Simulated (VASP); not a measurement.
**Li3Mg3Al2GaSi3: single point with PBE**

Li3Mg3Al2GaSi3:

```
CELL_PARAMETERS angstrom
4.32487 2.51290 0.35379
0.13438 5.56427 4.44588
5.02185 -3.01985 4.82996
ATOMIC_POSITIONS crystal
Li 0.21003 0.89555 0.27846
Li 0.55533 0.73060 0.50273
Li 0.41891 0.25920 0.09357
Mg 0.06020 0.60906 0.61697
Mg 0.91630 0.75292 0.06204
Mg 0.51280 0.13007 0.47071
Al 0.89354 0.05236 0.72018
Al 0.37297 0.94235 0.86437
Si 0.98200 0.34967 0.91349
Si 0.54829 0.48365 0.79218
Si 0.61035 0.48280 0.24723
Ga 0.92413 0.31511 0.44455
```

```
Program             : VASP 6.6.1
Task                : single point
Functional          : PBE
Potentials or basis : VASP PAW PBE potentials, release 64 (Li_sv, Mg, Al, Si, Ga_d)
Cutoff              : 520 eV
k mesh              : 5 × 3 × 3
Occupations         : gaussian, width 0.1 eV
Spin                : no spin polarisation
```

- Largest force: 0.027 eV/Å
- Band gap on the k mesh: zero (bands 23 and 24 overlap by 1.14 eV)

Forces on the atoms (eV/Å):
```
Li   0.002 -0.003  0.005
Li  -0.005  0.000  0.007
Li  -0.008 -0.005 -0.011
Mg  -0.002  0.003  0.020
Mg  -0.024  0.011 -0.002
Mg   0.008 -0.007 -0.003
Al   0.012 -0.007 -0.013
Al   0.002  0.006 -0.009
Si   0.000  0.016 -0.015
Si  -0.001 -0.001  0.005
Si   0.000  0.003  0.013
Ga   0.015 -0.016  0.004
```

Levels at points of the mesh, in eV from the Fermi level:
```csv
k point,band 19,band 20,band 21,band 22,band 23,band 24,band 25,band 26,band 27,band 28
"(0.00, 0.00, 0.00)",-2.12,-1.80,-1.15,-0.91,-0.67,-0.48,0.38,0.65,2.03,2.58
```

Wall time 8.9 min on 1 thread of Intel(R) Xeon(R) 6975P-C (Granite Rapids), with other jobs on the host, peak memory 0.47 GiB.
